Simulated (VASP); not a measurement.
# SiF5 (P1) in VASP: single point with PBE

Aim: the single point of SiF5 with PBE.

Program: VASP 6.6.1. These are calculated values, not measurements. Logs are shortened: lines on timing, memory, paths and dates and some standing lists are left out, and cuts for length are marked.

## Step 1: The cell of the first run

The typed cell holds 12 atoms: a = 4.988 Å, b = 7.796 Å, c = 7.828 Å, α = 61.03°, β = 89.43°, γ = 89.92°.

## Step 2: Single point, PBE

INCAR

```
SYSTEM = SiF5
PREC = Accurate
ENCUT = 520
EDIFF = 1E-7
ISMEAR = 0
SIGMA = 0.02
LREAL = .False.
LASPH = .True.
NELM = 80
ALGO = Normal
ISIF = 2
LWAVE = .False.
LCHARG = .False.
GGA = PE
NBANDS = 51
```

KPOINTS

```
regular mesh
0
Gamma
  6 4 4
  0 0 0
```

POSCAR

```
SiF5
1.0
    4.9874777737     -0.0380391244     -0.0171506780
    0.0697843942      7.7957192790     -0.0463094888
    0.1301096924      3.8304337839      6.8252830194
Si F
2 10
Direct
    0.4560922855      0.3319131677      0.3319892838
    0.5465595302      0.6670881103      0.6677976388
    0.3525368353      0.3094213769      0.1539438442
    0.3527978895      0.5314541993      0.3133577546
    0.3496041176      0.1554711988      0.5291497537
    0.7724594419      0.3316297476      0.3303971207
    0.9259317347      0.9433146368      0.9687669576
    0.0608512726      0.0616457903      0.0323018266
    0.6531064008      0.8436159932      0.4707221018
    0.6497724038      0.6895597247      0.8459358835
    0.6500973273      0.4676129122      0.6864060516
    0.2301907608      0.6672731421      0.6692317829
```

Potentials or basis: VASP PAW PBE potentials, release 64 (Si, F).

Started as:

```sh
> cat potpaw_PBE.64/Si/POTCAR potpaw_PBE.64/F/POTCAR > POTCAR
> mpirun -np 1 vasp_std > vasp.out
```

OUTCAR:

```text
SYSTEM = SiF5
   PREC = Accurate
   ENCUT = 520
   EDIFF = 1E-7
   ISMEAR = 0
   LREAL = .False.
   LASPH = .True.
   NELM = 80
   ISIF = 2
   GGA = PE

 ion  position               nearest neighbor table
   1  0.456  0.332  0.332-   5 1.58   4 1.58   6 1.58   3 1.58
   2  0.547  0.667  0.668-   9 1.58  11 1.58  12 1.58  10 1.58
   3  0.353  0.309  0.154-   1 1.58
   4  0.353  0.531  0.313-   1 1.58
   5  0.350  0.155  0.529-   1 1.58
   6  0.772  0.332  0.330-   1 1.58
   7  0.926  0.943  0.969-   8 1.42
   8  0.061  0.062  0.032-   7 1.42
   9  0.653  0.844  0.471-   2 1.58
  10  0.650  0.690  0.846-   2 1.58
  11  0.650  0.468  0.686-   2 1.58
  12  0.230  0.667  0.669-   2 1.58

  LATTYP: Found a triclinic cell.
 ALAT       =     7.8277480670
 B/A-ratio  =     0.9959657732
 C/A-ratio  =     0.6371758873
 COS(alpha) =     0.0013450066
 COS(beta)  =     0.0098907272
 COS(gamma) =     0.4842816796

  Lattice vectors:

 A1 = (  -0.1301096924,  -3.8304337839,  -6.8252830194)
 A2 = (  -0.0697843942,  -7.7957192790,   0.0463094888)
 A3 = (  -4.9874777737,   0.0380391244,   0.0171506780)

Analysis of symmetry for initial positions (statically):
=====================================================================
 Subroutine PRICEL returns:
 Original cell was already a primitive cell.

 Routine SETGRP: Setting up the symmetry group for a
 triclinic supercell.

 Subroutine GETGRP returns: Found  1 space group operations
 (whereof  1 operations were pure point group operations)
 out of a pool of  2 trial point group operations.

The static configuration has the point symmetry C_1 .

Analysis of symmetry for dynamics (positions and initial velocities):
=====================================================================
 Subroutine PRICEL returns:
 Original cell was already a primitive cell.

 Routine SETGRP: Setting up the symmetry group for a
 triclinic supercell.

 Subroutine GETGRP returns: Found  1 space group operations
 (whereof  1 operations were pure point group operations)
 out of a pool of  2 trial point group operations.

The dynamic configuration has the point symmetry C_1 .

 Subroutine INISYM returns: Found  1 space group operations
 (whereof  1 operations are pure point group operations),
 and found     1 'primitive' translations

----------------------------------------------------------------------------------------

                                     Primitive cell

  volume of cell :     266.2895

  direct lattice vectors                    reciprocal lattice vectors
     4.987477774 -0.038039124 -0.017150678     0.200478686 -0.001811275 -0.002805195
     0.069784394  7.795719279 -0.046309489     0.000728280  0.127842722 -0.071760810
     0.130109692  3.830433784  6.825283019     0.000508707  0.000862860  0.146020125

  length of vectors
     4.987652320  7.796169156  7.827748067     0.200506492  0.146608000  0.146023561

  position of ions in fractional coordinates (direct lattice)
     0.456092285  0.331913168  0.331989284
     0.546559530  0.667088110  0.667797639
     0.352536835  0.309421377  0.153943844
     0.352797890  0.531454199  0.313357755
     0.349604118  0.155471199  0.529149754
     0.772459442  0.331629748  0.330397121
     0.925931735  0.943314637  0.968766958
     0.060851273  0.061645790  0.032301827
     0.653106401  0.843615993  0.470722102
     0.649772404  0.689559725  0.845935883
     0.650097327  0.467612912  0.686406052
     0.230190761  0.667273142  0.669231783

  ion indices of the primitive-cell ions
   primitive index   ion index
                 1           1
                 2           2
                 3           3
                 4           4
                 5           5
                 6           6
                 7           7
                 8           8
                 9           9
                10          10
                11          11
                12          12

----------------------------------------------------------------------------------------

 KPOINTS: regular mesh

Automatic generation of k-mesh.
 Grid dimensions read from file:
 generate k-points for:    6    4    4

 Generating k-lattice:

  Cartesian coordinates                     Fractional coordinates (reciprocal lattice)
     0.033413114 -0.000301879 -0.000467533     0.166666667  0.000000000  0.000000000
     0.000182070  0.031960680 -0.017940202     0.000000000  0.250000000 -0.000000000
     0.000127177  0.000215715  0.036505031     0.000000000 -0.000000000  0.250000000

  Length of vectors
     0.033417749  0.036652000  0.036505890

  Shift w.r.t. Gamma in fractional coordinates (k-lattice)
     0.000000000  0.000000000  0.000000000

 Subroutine IBZKPT returns following result:
 ===========================================

 Found     52 irreducible k-points:

 Following reciprocal coordinates:
            Coordinates               Weight
  0.000000  0.000000  0.000000      1.000000
  0.166667  0.000000 -0.000000      2.000000
  0.333333 -0.000000 -0.000000      2.000000
  0.500000 -0.000000 -0.000000      1.000000
 -0.000000  0.250000  0.000000      2.000000
  0.166667  0.250000  0.000000      2.000000
[... 16 lines left out ...]
  0.333333  0.250000  0.250000      2.000000
  0.500000  0.250000  0.250000      2.000000
 [... further k-points ...]
   k-points           NKPTS =     52   k-points in BZ     NKDIM =     52   number of bands    NBANDS=     51
   number of dos      NEDOS =    301   number of ions     NIONS =     12
   total plane-waves  NPLWV = 144000
   dimension x,y,z NGX =    40 NGY =   60 NGZ =   60
   dimension x,y,z NGXF=    80 NGYF=  120 NGZF=  120
   ions per type =               2  10
   NGX,Y,Z   is equivalent  to a cutoff of  13.33, 12.79, 12.74 a.u.
   NGXF,Y,Z  is equivalent  to a cutoff of  26.67, 25.59, 25.49 a.u.
 SYSTEM =  SiF5
   PREC   = accura    normal or accurate (medium, high low for compatibility)
   ISTART =      0    job   : 0-new  1-cont  2-samecut
   ICHARG =      2    charge: 1-file 2-atom 10-const
   ISPIN  =      1    spin polarized calculation?
   LNONCOLLINEAR =      F non collinear calculations
   LSORBIT =      F    spin-orbit coupling
   LASPH  =      T    aspherical Exc in radial PAW
   ENCUT  =  520.0 eV  38.22 Ry    6.18 a.u.   9.27 14.50 14.55*2*pi/ulx,y,z
   NELM   =     80;   NELMIN=  2; NELMDL= -5     # of ELM steps
   EDIFF  = 0.1E-06   stopping-criterion for ELM
   LREAL  =      F    real-space projection
   EDIFFG = 0.1E-05   stopping-criterion for IOM
   NSW    =      0    number of steps for IOM
   IBRION =     -1    ionic relax: 0-MD 1-quasi-New 2-CG
   NFREE  =      0    steps in history (QN), initial steepest desc. (CG)
   ISIF   =      2    stress and relaxation
   ISYM   =      2    0-nonsym 1-usesym 2-fastsym
   POTIM  = 0.5000    time-step for ionic-motion
   TEBEG  =    0.0;   TEEND  =   0.0 temperature during run
   PSTRESS=    0.0 pullay stress
   NELECT =      78.0000    total number of electrons
   NUPDOWN=      -1.0000    fix difference up-down
   EMIN   =  10.00;   EMAX   =-10.00  energy-range for DOS
   EFERMI =   0.00;   METHOD = LEGACY
   ISMEAR =     0;   SIGMA  =   0.02  broadening in eV -4-tet -1-fermi 0-gaus
   EFERMI_NEDOS =   21; number of points for ismear=-14 and -15
   IALGO  =     38    algorithm
   IMIX   =      4    mixing-type and parameters
     AMIX     =   0.40;   BMIX     =  1.00
     AMIX_MAG =   1.60;   BMIX_MAG =  1.00
  volume/ion in A,a.u.               =      22.19       149.75
  Fermi-wavevector in a.u.,A,eV,Ry     =   1.087231  2.054568 16.083044  1.182070
  Thomas-Fermi vector in A             =   2.223385
   LORBIT       =      0    0 simple, 1 ext, 2 COOP (PROOUT), +10 PAW based schemes
   GGA     = PE    functional components
   LHFCALC =     F    Hartree Fock is set to
   AEXX    =    0.0000 exact exchange contribution
   IVDW    =     0    specifies the selected vdW correction
   LEPSILON=     F    determine dielectric tensor
   LRPA    =     F    only Hartree local field effects (RPA)
 non-spin polarized calculation
 Gauss-broadening in eV      SIGMA  =   0.02
  energy-cutoff  :      520.00
  volume of cell :      266.29
 maximum number of plane-waves:      7203
 NGX is ok and might be reduce to    40
   NGX = 19   NGY = 29   NGZ = 29

 number of electron      78.0000015 magnetization

 Free energy of the ion-electron system (eV)
  ---------------------------------------------------
  ext. energy  EPLUGINS =         0.00000000
  ---------------------------------------------------
  free energy    TOTEN  =       -60.14774585 eV

  energy without entropy =      -60.14774585  energy(sigma->0) =      -60.14774585

 E-fermi :  -5.1130     XC(G=0):  -6.3495

 val. band max:       -5.2543775909   @ k =   0.5000  -0.0000  -0.0000
 cond. band min:      -1.7326829116   @ k =  -0.0000   0.5000   0.5000
 fundamental gap:      3.5216946793
 Fermi energy:        -5.1130472340

 k-point     1 :       0.0000    0.0000    0.0000
  band No.  band energies     occupation
      1     -29.8135      2.00000
      2     -27.8114      2.00000
      3     -27.7575      2.00000
      4     -26.8864      2.00000
      5     -26.8689      2.00000
      6     -26.8598      2.00000
[... 43 lines left out ...]
     50       7.1058      0.00000
     51       7.2625      0.00000

 k-point     2 :       0.1667    0.0000   -0.0000
  band No.  band energies     occupation
      1     -29.8133      2.00000
      2     -27.8045      2.00000
      3     -27.7506      2.00000
      4     -26.8863      2.00000
      5     -26.8687      2.00000
      6     -26.8627      2.00000
[... 1180 lines left out ...]
 k-point    24 :       0.5000    0.2500    0.2500
  band No.  band energies     occupation
      1     -29.8131      2.00000
      2     -27.7767      2.00000
      3     -27.7368      2.00000
      4     -26.8880      2.00000
      5     -26.8833      2.00000
      6     -26.8748      2.00000
[... 43 lines left out ...]
     50       6.3520      0.00000
     51       6.6420      0.00000

 [... further k-points ...]

------------------------ aborting loop because EDIFF is reached ----------------------------------------

  FORCE on cell =-STRESS in cart. coord.  units (eV):
  Direction    XX          YY          ZZ          XY          YZ          ZX
  --------------------------------------------------------------------------------------
  -------------------------------------------------------------------------------------
  Total        0.6139930      0.8455410      0.5147029      0.2031542      0.1245084      0.0698799
  in kB        3.6941955      5.0873447      3.0967999      1.2223126      0.7491262      0.4204443
  external PRESSURE =       3.9594467 kB  Pullay stress =       0.0000000 kB

 VOLUME and BASIS-vectors are now :
 -----------------------------------------------------------------------------
  energy-cutoff  :      520.00
  volume of cell :      266.29
      direct lattice vectors                 reciprocal lattice vectors
     4.987477774 -0.038039124 -0.017150678     0.200478686 -0.001811275 -0.002805195
     0.069784394  7.795719279 -0.046309489     0.000728280  0.127842722 -0.071760810
     0.130109692  3.830433784  6.825283019     0.000508707  0.000862860  0.146020125

 POSITION                                       TOTAL-FORCE (eV/Angst)
 -----------------------------------------------------------------------------------
      2.34111      3.84182      2.24273        -0.005590     -0.000176     -0.002383
      2.85939      7.73760      4.51764         0.005342      0.000191      0.002313
      1.79989      2.98842      1.03033        -0.080416     -0.128515     -0.185324
      1.83743      5.32994      2.10809        -0.075486      0.229854     -0.018262
      1.82334      3.22558      3.59840        -0.078525     -0.096631      0.209694
      3.91875      3.82147      2.22645         0.241999     -0.002814     -0.001628
      4.80994     11.02939      6.55254        -0.181500     -0.305730     -0.111360
      0.31200      0.60199      0.21657         0.181987      0.305562      0.111010
      3.37747      8.35482      3.16254         0.078494      0.096267     -0.209843
      3.39891      8.59120      5.73067         0.080166      0.128492      0.185184
      3.36429      6.24988      4.65211         0.075548     -0.229492      0.018382
      1.28171      7.75657      4.53285        -0.242018      0.002993      0.002217
 -----------------------------------------------------------------------------------
    total drift:                                0.000640      0.000798     -0.000010

  FREE ENERGIE OF THE ION-ELECTRON SYSTEM (eV)
  ---------------------------------------------------
  free  energy   TOTEN  =       -60.1477458548 eV

  energy  without entropy=      -60.1477458548  energy(sigma->0) =      -60.14774585
```

Run time: 5.6 min. Hardware: 1 thread of Intel Xeon 6975P-C (Granite Rapids), shared host; peak memory 0.7 GiB.

Results:

| Quantity | Value |
| --- | --- |
| Free energy | -60.1477 eV |
| Pressure | 0.4 GPa |
| Largest force | 0.373 eV/Å |
| Band gap on the k mesh | 3.52 eV |

Forces in eV/Å, atoms in the order of the input:
```
Si  -0.006  0.000 -0.002
Si   0.005  0.000  0.002
F   -0.080 -0.129 -0.185
F   -0.075  0.230 -0.018
F   -0.079 -0.097  0.210
F    0.242 -0.003 -0.002
F   -0.181 -0.306 -0.111
F    0.182  0.306  0.111
F    0.078  0.096 -0.210
F    0.080  0.128  0.185
F    0.076 -0.229  0.018
F   -0.242  0.003  0.002
```

A k mesh can miss the band edges.
